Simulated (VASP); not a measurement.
# HC12 (a cell with a defect) in VASP: notebook

The runs below take HC12 (a cell with a defect) through single point, with LDA.

All numbers are computed with VASP 6.6.1; they aren't measurements. Logs are shortened: lines on timing, memory, paths and dates and some standing lists are left out, and cuts for length are marked.

## 1. The cell of the first run

The cell holds a defect, 13 atoms: a = 4.325 Å, b = 4.325 Å, c = 4.325 Å, α = 80.41°, β = 70.53°, γ = 60.00°.

## 2. Single point, LDA

File INCAR:

```
SYSTEM = HC12
  PREC = Accurate
  ENCUT = 520
  EDIFF = 1E-6
  ISMEAR = 0
  SIGMA = 0.05
  LREAL = .FALSE.
  LASPH = .TRUE.
  NELM = 60
  ALGO = Normal
  ISIF = 2
  LWAVE = .FALSE.
  LCHARG = .TRUE.
  GGA = CA
  LELF = .TRUE.
  LVHAR = .TRUE.
  NELECT = 48.0
  NBANDS = 36
```

File KPOINTS:

```
regular mesh
0
G
  6 6 6
  0 0 0
```

File POSCAR:

```
HC12
1.0
    1.7657489870     -3.5314979740     -1.7657489870
    3.5314979740     -1.7657489870      1.7657489870
   -1.7657489870     -3.5314979740      1.7657489870
C H
12 1
Direct
    0.2500000000      1.0000000000      0.2500000000
    0.0833333333      0.3333333333      0.7500000000
    0.9166666667      0.6666666667      0.2500000000
    0.7500000000      1.0000000000      0.7500000000
    0.5833333333      0.3333333333      0.2500000000
    0.4166666667      0.6666666667      0.7500000000
    0.9583333333      0.3333333333      0.1250000000
    0.7916666667      0.6666666667      0.6250000000
    0.6250000000      1.0000000000      0.1250000000
    0.4583333333      0.3333333333      0.6250000000
    0.2916666667      0.6666666667      0.1250000000
    0.1250000000      1.0000000000      0.6250000000
    1.0694444444      0.4444444444      0.1250000000
```

Potentials or basis: VASP PAW LDA potentials, release 64 (C, H).

Launch:

```sh
cat potpaw_LDA.64/C/POTCAR potpaw_LDA.64/H/POTCAR > POTCAR
mpirun -np 1 vasp_std > vasp.out
```

OUTCAR:

```text
SYSTEM = HC12
   PREC = Accurate
   ENCUT = 520
   EDIFF = 1E-6
   ISMEAR = 0
   LREAL = .FALSE.
   LASPH = .TRUE.
   NELM = 60
   ISIF = 2
   GGA = CA
   NELECT = 48.0

 ion  position               nearest neighbor table
   1  0.250  0.000  0.250-  11 1.53   9 1.53   7 1.53  12 1.53
   2  0.083  0.333  0.750-  12 1.53   8 1.53  10 1.53   7 1.53
   3  0.917  0.667  0.250-  13 0.98   9 1.53  11 1.53   8 1.53   7 1.53
   4  0.750  0.000  0.750-   8 1.53   9 1.53  10 1.53  12 1.53
   5  0.583  0.333  0.250-   9 1.53   7 1.53  10 1.53  11 1.53
   6  0.417  0.667  0.750-   8 1.53  11 1.53  12 1.53  10 1.53
   7  0.958  0.333  0.125-  13 0.83   2 1.53   5 1.53   1 1.53   3 1.53
   8  0.792  0.667  0.625-   4 1.53   3 1.53   2 1.53   6 1.53
   9  0.625  0.000  0.125-   5 1.53   3 1.53   4 1.53   1 1.53
  10  0.458  0.333  0.625-   2 1.53   4 1.53   5 1.53   6 1.53
  11  0.292  0.667  0.125-   1 1.53   3 1.53   5 1.53   6 1.53
  12  0.125  0.000  0.625-   2 1.53   1 1.53   4 1.53   6 1.53
  13  0.069  0.444  0.125-   7 0.83   3 0.98

  LATTYP: Found a base centered monoclinic cell.
 ALAT       =     4.3251840320
 B/A-ratio  =     1.7320508076
 C/A-ratio  =     1.0000000000
 COS(beta)  =    -0.3333333333

  Lattice vectors:

 A1 = (   1.7657489870,   1.7657489870,   3.5314979740)
 A2 = (  -3.5314979740,   1.7657489870,  -1.7657489870)
 A3 = (  -1.7657489870,  -3.5314979740,   1.7657489870)

Analysis of symmetry for initial positions (statically):
=====================================================================
 Subroutine PRICEL returns:
 Original cell was already a primitive cell.

 Routine SETGRP: Setting up the symmetry group for a
 base centered monoclinic supercell.

 Subroutine GETGRP returns: Found  1 space group operations
 (whereof  1 operations were pure point group operations)
 out of a pool of  4 trial point group operations.

The static configuration has the point symmetry C_1 .

Analysis of symmetry for dynamics (positions and initial velocities):
=====================================================================
 Subroutine PRICEL returns:
 Original cell was already a primitive cell.

 Routine SETGRP: Setting up the symmetry group for a
 base centered monoclinic supercell.

 Subroutine GETGRP returns: Found  1 space group operations
 (whereof  1 operations were pure point group operations)
 out of a pool of  4 trial point group operations.

The dynamic configuration has the point symmetry C_1 .

 Subroutine INISYM returns: Found  1 space group operations
 (whereof  1 operations are pure point group operations),
 and found     1 'primitive' translations

----------------------------------------------------------------------------------------

                                     Primitive cell

  volume of cell :      66.0645

  direct lattice vectors                    reciprocal lattice vectors
     1.765748987 -3.531497974 -1.765748987     0.047194326 -0.141582978 -0.235971630
     3.531497974 -1.765748987  1.765748987     0.188777304  0.000000000  0.188777304
    -1.765748987 -3.531497974  1.765748987    -0.141582978 -0.141582978  0.141582978

  length of vectors
     4.325184032  4.325184032  4.325184032     0.279205398  0.266971424  0.245228911

  position of ions in fractional coordinates (direct lattice)
     0.250000000  0.000000000  0.250000000
     0.083333333  0.333333333  0.750000000
     0.916666667  0.666666667  0.250000000
     0.750000000  0.000000000  0.750000000
     0.583333333  0.333333333  0.250000000
     0.416666667  0.666666667  0.750000000
     0.958333333  0.333333333  0.125000000
     0.791666667  0.666666667  0.625000000
     0.625000000  0.000000000  0.125000000
     0.458333333  0.333333333  0.625000000
     0.291666667  0.666666667  0.125000000
     0.125000000  0.000000000  0.625000000
     0.069444444  0.444444444  0.125000000

  ion indices of the primitive-cell ions
   primitive index   ion index
                 1           1
                 2           2
                 3           3
                 4           4
                 5           5
                 6           6
                 7           7
                 8           8
                 9           9
                10          10
                11          11
                12          12
                13          13

----------------------------------------------------------------------------------------

 KPOINTS: regular mesh

Automatic generation of k-mesh.
 Grid dimensions read from file:
 generate k-points for:    6    6    6

 Generating k-lattice:

  Cartesian coordinates                     Fractional coordinates (reciprocal lattice)
     0.007865721 -0.023597163 -0.039328605     0.166666667 -0.000000000 -0.000000000
     0.031462884  0.000000000  0.031462884     0.000000000  0.166666667  0.000000000
    -0.023597163 -0.023597163  0.023597163     0.000000000  0.000000000  0.166666667

  Length of vectors
[... 39 lines left out ...]
   NELM   =     60;   NELMIN=  2; NELMDL= -5     # of ELM steps
   EDIFF  = 0.1E-05   stopping-criterion for ELM
   LREAL  =      F    real-space projection
   EDIFFG = 0.1E-04   stopping-criterion for IOM
   NSW    =      0    number of steps for IOM
   IBRION =     -1    ionic relax: 0-MD 1-quasi-New 2-CG
   NFREE  =      0    steps in history (QN), initial steepest desc. (CG)
   ISIF   =      2    stress and relaxation
   ISYM   =      2    0-nonsym 1-usesym 2-fastsym
   POTIM  = 0.5000    time-step for ionic-motion
   TEBEG  =    0.0;   TEEND  =   0.0 temperature during run
   PSTRESS=    0.0 pullay stress
   NELECT =      48.0000    total number of electrons
   NUPDOWN=      -1.0000    fix difference up-down
   EMIN   =  10.00;   EMAX   =-10.00  energy-range for DOS
   EFERMI =   0.00;   METHOD = LEGACY
   ISMEAR =     0;   SIGMA  =   0.05  broadening in eV -4-tet -1-fermi 0-gaus
   EFERMI_NEDOS =   21; number of points for ismear=-14 and -15
   IALGO  =     38    algorithm
   IMIX   =      4    mixing-type and parameters
     AMIX     =   0.40;   BMIX     =  1.00
     AMIX_MAG =   1.60;   BMIX_MAG =  1.00
  volume/ion in A,a.u.               =       5.08        34.29
  Fermi-wavevector in a.u.,A,eV,Ry     =   1.471745  2.781195 29.470667  2.166033
  Thomas-Fermi vector in A             =   2.586844
   LORBIT       =      0    0 simple, 1 ext, 2 COOP (PROOUT), +10 PAW based schemes
   GGA     = CA    functional components
   LHFCALC =     F    Hartree Fock is set to
   AEXX    =    0.0000 exact exchange contribution
   IVDW    =     0    specifies the selected vdW correction
   LEPSILON=     F    determine dielectric tensor
   LRPA    =     F    only Hartree local field effects (RPA)
 non-spin polarized calculation
 Gauss-broadening in eV      SIGMA  =   0.05
  energy-cutoff  :      520.00
  volume of cell :       66.06
 maximum number of plane-waves:      1807
   NGX = 17   NGY = 17   NGZ = 17

 number of electron      47.9999999 magnetization

 Free energy of the ion-electron system (eV)
  ---------------------------------------------------
  ext. energy  EPLUGINS =         0.00000000
  ---------------------------------------------------
  free energy    TOTEN  =      -128.27687484 eV

  energy without entropy =     -128.27687484  energy(sigma->0) =     -128.27687484

 E-fermi :  10.5580     XC(G=0): -13.6286

 val. band max:       10.3152433762   @ k =   0.0000   0.0000   0.0000
 cond. band min:      13.8224336802   @ k =  -0.3333   0.3333   0.3333
 fundamental gap:      3.5071903040
 Fermi energy:        10.5580362886

 k-point     1 :       0.0000    0.0000    0.0000
  band No.  band energies     occupation
      1     -12.9699      2.00000
      2      -8.3264      2.00000
      3      -4.8817      2.00000
      4      -4.0323      2.00000
      5      -3.5914      2.00000
      6      -3.4611      2.00000
[... 28 lines left out ...]
     35      20.1614      0.00000
     36      20.6875      0.00000
[... 866 lines left out ...]
      6      -4.4012      2.00000
[... 28 lines left out ...]
     35      19.6540      0.00000
     36      20.3775      0.00000

 [... further k-points ...]

------------------------ aborting loop because EDIFF is reached ----------------------------------------

  FORCE on cell =-STRESS in cart. coord.  units (eV):
  Direction    XX          YY          ZZ          XY          YZ          ZX
  --------------------------------------------------------------------------------------
  -------------------------------------------------------------------------------------
  Total       -0.3619591     -0.3194295     -3.8082657    -10.1553686     -2.9911267      3.1713812
  in kB       -8.7781293     -7.7467136    -92.3569705   -246.2850963    -72.5399505     76.9114304
  external PRESSURE =     -36.2939378 kB  Pullay stress =       0.0000000 kB

 VOLUME and BASIS-vectors are now :
 -----------------------------------------------------------------------------
  energy-cutoff  :      520.00
  volume of cell :       66.06
      direct lattice vectors                 reciprocal lattice vectors
     1.765748987 -3.531497974 -1.765748987     0.047194326 -0.141582978 -0.235971630
     3.531497974 -1.765748987  1.765748987     0.188777304  0.000000000  0.188777304
    -1.765748987 -3.531497974  1.765748987    -0.141582978 -0.141582978  0.141582978

 POSITION                                       TOTAL-FORCE (eV/Angst)
 -----------------------------------------------------------------------------------
      0.00000     -1.76575      0.00000        -1.006288     -0.570025     -0.088964
     -0.00000     -3.53150      1.76575         0.510683      0.892936     -0.728577
      3.53150     -5.29725     -0.00000         4.116496     -4.516213     10.375492
      0.00000     -5.29725      0.00000         0.414440      0.257124     -0.319710
      1.76575     -3.53150      0.00000        -0.229860     -0.550401      0.847321
      1.76575     -5.29725      1.76575         0.264942      0.308875     -0.167642
      2.64862     -4.41437     -0.88287       -16.721089     16.982861     -1.997451
      2.64862     -6.18012      0.88287        -0.767499     -0.094669      0.029738
      0.88287     -2.64862     -0.88287         0.172484      0.600336     -0.841521
      0.88287     -4.41437      0.88287        -0.057315     -0.267342     -0.015680
      2.64862     -2.64862      0.88287         1.177146     -0.608722     -0.457287
     -0.88287     -2.64862      0.88287        -0.252857     -0.168884      0.331476
      1.47146     -1.47146      0.88287        12.378717    -12.265876     -6.967195
 -----------------------------------------------------------------------------------
    total drift:                                0.000037      0.000036      0.000210

  FREE ENERGIE OF THE ION-ELECTRON SYSTEM (eV)
  ---------------------------------------------------
  free  energy   TOTEN  =      -128.2768748357 eV

  energy  without entropy=     -128.2768748357  energy(sigma->0) =     -128.27687484
```

Wall time 1.9 min (1 thread of Intel Xeon 6975P-C (Granite Rapids), shared host); peak memory 0.27 GiB.

What came out:

- Free energy: -128.2769 eV
- Largest force: 23.917 eV/Å

Forces in eV/Å, atoms in the order of the input:
```
C    -1.006  -0.570  -0.089
C     0.511   0.893  -0.729
C     4.116  -4.516  10.375
C     0.414   0.257  -0.320
C    -0.230  -0.550   0.847
C     0.265   0.309  -0.168
C   -16.721  16.983  -1.997
C    -0.767  -0.095   0.030
C     0.172   0.600  -0.842
C    -0.057  -0.267  -0.016
C     1.177  -0.609  -0.457
C    -0.253  -0.169   0.331
H    12.379 -12.266  -6.967
```

Levels at points of the mesh, in eV from the Fermi level:
```csv
k point,band 21,band 22,band 23,band 24,band 25,band 26,band 27,band 28
"(0.00, 0.00, 0.00)",-3.30,-0.61,-0.31,-0.24,4.24,5.01,5.13,5.84
"(0.50, 0.00, 0.00)",-4.59,-4.42,-2.92,-2.14,5.31,5.76,6.17,6.42
"(0.50, 0.50, 0.00)",-4.75,-4.38,-2.46,-2.13,4.41,5.88,6.25,6.64
"(0.00, 0.50, 0.00)",-3.32,-3.12,-1.88,-1.63,3.80,4.47,5.88,7.32
"(0.00, 0.00, 0.50)",-3.30,-2.65,-1.65,-1.63,4.79,6.34,6.84,6.96
"(0.50, 0.00, 0.50)",-3.98,-3.61,-3.13,-3.10,3.90,4.43,5.34,5.89
"(0.50, 0.50, 0.50)",-3.79,-3.66,-3.18,-3.14,3.73,4.41,5.52,5.56
"(0.00, 0.50, 0.50)",-4.81,-4.51,-4.07,-4.07,3.96,5.32,5.94,6.07
```

Caveat: the cell carries a net charge on a neutralising background, which shifts energy and pressure; the cell is charged against a uniform background, so pressure and absolute levels hang on convention.

## 3. Single point, LDA

File INCAR:

```
SYSTEM = HC12
PREC     = Accurate       ! precision mode
ENCUT    = 520            ! plane-wave cutoff, eV
EDIFF    = 1E-6           ! SCF threshold, eV
ISMEAR   = 0              ! smearing method
SIGMA    = 0.05           ! smearing width, eV
LREAL    = .False.        ! projectors in reciprocal space
LASPH    = .True.         ! aspherical terms in the spheres
NELM     = 80             ! most SCF steps
ALGO     = Normal         ! electronic algorithm
ISIF     = 2              ! what is computed and relaxed
LWAVE    = .False.        ! write WAVECAR
LCHARG   = .False.        ! write CHGCAR
GGA      = CA             ! functional
NBANDS   = 36             ! bands
NELECT   = 48.0
```

File KPOINTS:

```
regular mesh
0
Gamma
  6 6 6
  0 0 0
```

Changes to POSCAR since step 2:

```diff
@@ -20,2 +20,2 @@
     0.1250000000      1.0000000000      0.6250000000
-    1.0694444444      0.4444444444      0.1250000000
+    1.1111111111      0.4444444444      0.1666666667
```

Potentials or basis: VASP PAW LDA potentials, release 64 (C, H).

Launch:

```sh
cat potpaw_LDA.64/C/POTCAR potpaw_LDA.64/H/POTCAR > POTCAR
mpirun -np 1 vasp_std > vasp.out
```

Wall time 2.4 min (1 thread of Intel Xeon 6975P-C (Granite Rapids), shared host); peak memory 0.27 GiB.

Results (log left out):

| Quantity | Value |
| --- | --- |
| Free energy | -130.2578 eV |
| Largest force | 14.021 eV/Å |

Forces on the atoms (eV/Å):
```
C   -1.248 -0.520 -0.195
C    0.447  0.310 -0.302
C    4.308 -1.464 13.262
C    0.320  0.254 -0.296
C   -0.336 -0.914  0.596
C    0.258  0.420 -0.189
C   -4.314  6.628 -1.792
C   -0.571 -0.356  0.252
C    0.364  0.639 -1.094
C   -0.113 -0.212  0.060
C    2.153 -1.285 -0.768
C   -0.296 -0.187  0.346
H   -0.972 -3.312 -9.880
```

Levels at points of the mesh, in eV from the Fermi level:
| k point | band 20 | band 21 | band 22 | band 23 | band 24 | band 25 | band 26 | band 27 | band 28 | band 29 |
| --- | --- | --- | --- | --- | --- | --- | --- | --- | --- | --- |
| (0.00, 0.00, 0.00) | -3.63 | -3.41 | -0.54 | -0.33 | -0.27 | 4.15 | 4.99 | 5.10 | 5.77 | 6.29 |
| (0.50, 0.00, 0.00) | -4.80 | -4.59 | -4.50 | -2.79 | -2.19 | 4.84 | 5.64 | 6.28 | 6.62 | 6.97 |
| (0.50, 0.50, 0.00) | -4.82 | -4.77 | -4.41 | -2.44 | -2.20 | 3.80 | 5.95 | 6.30 | 6.51 | 7.25 |
| (0.00, 0.50, 0.00) | -5.12 | -3.33 | -3.15 | -1.89 | -1.62 | 3.74 | 4.37 | 6.10 | 7.09 | 7.46 |
| (0.00, 0.00, 0.50) | -5.45 | -3.10 | -2.82 | -1.64 | -1.63 | 5.17 | 5.99 | 6.77 | 6.94 | 7.17 |
| (0.50, 0.00, 0.50) | -4.25 | -3.95 | -3.67 | -3.16 | -3.14 | 4.12 | 4.23 | 5.33 | 5.76 | 6.07 |
| (0.50, 0.50, 0.50) | -4.09 | -3.78 | -3.71 | -3.18 | -3.15 | 3.22 | 4.45 | 5.33 | 5.62 | 6.99 |
| (0.00, 0.50, 0.50) | -4.86 | -4.80 | -4.63 | -4.10 | -4.08 | 4.20 | 5.47 | 5.63 | 6.11 | 6.30 |

Caveat: the cell carries a net charge on a neutralising background, which shifts energy and pressure; the cell is charged against a uniform background, so pressure and absolute levels hang on convention.

## 4. Single point, LDA

Changes to INCAR since step 3:

```diff
@@ -12,4 +12,5 @@
 LWAVE    = .False.        ! write WAVECAR
-LCHARG   = .False.        ! write CHGCAR
-GGA      = CA             ! functional
+LCHARG   = .True.         ! write CHGCAR
+LELF     = .True.         ! ELF
+LVHAR    = .True.       
 NBANDS   = 36             ! bands
```

File KPOINTS:

```
Automatic mesh
0
Gamma
  6 6 6
  0 0 0
```

File POSCAR:

```
HC12
1.0
    1.7657489870     -3.5314979740     -1.7657489870
    3.5314979740     -1.7657489870      1.7657489870
   -1.7657489870     -3.5314979740      1.7657489870
C H
12 1
Direct
    0.2480477256      0.9950967658      0.2352933813
    0.0688150916      0.3595115327      0.7575506449
    0.9124474556      0.6687242442      0.2460494472
    0.7391034661      1.0085407193      0.7472993133
    0.5800729487      0.3362907398      0.2442039226
    0.4128445646      0.6702259911      0.7476143026
    0.9525850641      0.3338989774      0.1242954039
    0.7818088387      0.6772353812      0.6211542173
    0.6233311123      1.0001425025      0.1188580640
    0.4579815758      0.3430219098      0.6217708043
    0.2880280284      0.6650554554      0.1194439939
    0.1176468206      0.9844484298      0.6215338094
    1.2478428634      0.1800295732      0.5032660287
```

Launch:

```sh
cat potpaw_LDA.64/C/POTCAR potpaw_LDA.64/H/POTCAR > POTCAR
mpirun -np 1 vasp_std > vasp.out
```

Wall time 2.2 min (1 thread of Intel Xeon 6975P-C (Granite Rapids), shared host); peak memory 0.27 GiB.

The run converged. Its results:

```yaml
Free_energy: -132.1407 eV
Largest_force: 0.049 eV/Å
```

Forces in eV/Å, atoms in the order of the input:
```
C    0.002 -0.006  0.002
C   -0.012 -0.007  0.012
C    0.000 -0.002  0.003
C    0.000  0.006  0.005
C   -0.006  0.005 -0.002
C    0.005 -0.013  0.004
C   -0.003 -0.004 -0.003
C    0.005  0.006  0.000
C   -0.004 -0.003  0.007
C   -0.006  0.007 -0.005
C   -0.008  0.002 -0.002
C   -0.013  0.008  0.007
H    0.039  0.000 -0.029
```

Levels at points of the mesh, in eV from the Fermi level:
```csv
k point,band 20,band 21,band 22,band 23,band 24,band 25,band 26,band 27,band 28,band 29
"(0.00, 0.00, 0.00)",-3.45,-3.23,-0.65,-0.47,-0.25,4.25,4.39,5.10,5.47,6.11
"(0.50, 0.00, 0.00)",-5.28,-4.92,-4.54,-2.45,-2.34,4.82,5.42,5.68,6.45,6.69
"(0.50, 0.50, 0.00)",-5.29,-4.71,-4.62,-2.76,-2.34,3.80,5.22,5.81,6.57,7.82
"(0.00, 0.50, 0.00)",-5.31,-3.42,-3.23,-2.06,-1.71,3.63,3.90,5.95,6.69,7.28
"(0.00, 0.00, 0.50)",-5.64,-2.69,-2.28,-2.10,-2.01,4.51,5.65,6.50,6.96,7.05
"(0.50, 0.00, 0.50)",-4.45,-3.86,-3.69,-3.33,-3.25,2.92,4.15,4.75,5.53,6.59
"(0.50, 0.50, 0.50)",-4.31,-3.96,-3.88,-3.34,-3.14,3.17,4.19,4.98,5.54,6.23
"(0.00, 0.50, 0.50)",-5.30,-4.66,-4.51,-4.39,-4.36,4.21,4.66,5.73,5.95,6.17
```

Caveat: the cell carries a net charge on a neutralising background, which shifts energy and pressure; the cell is charged against a uniform background, so pressure and absolute levels hang on convention.
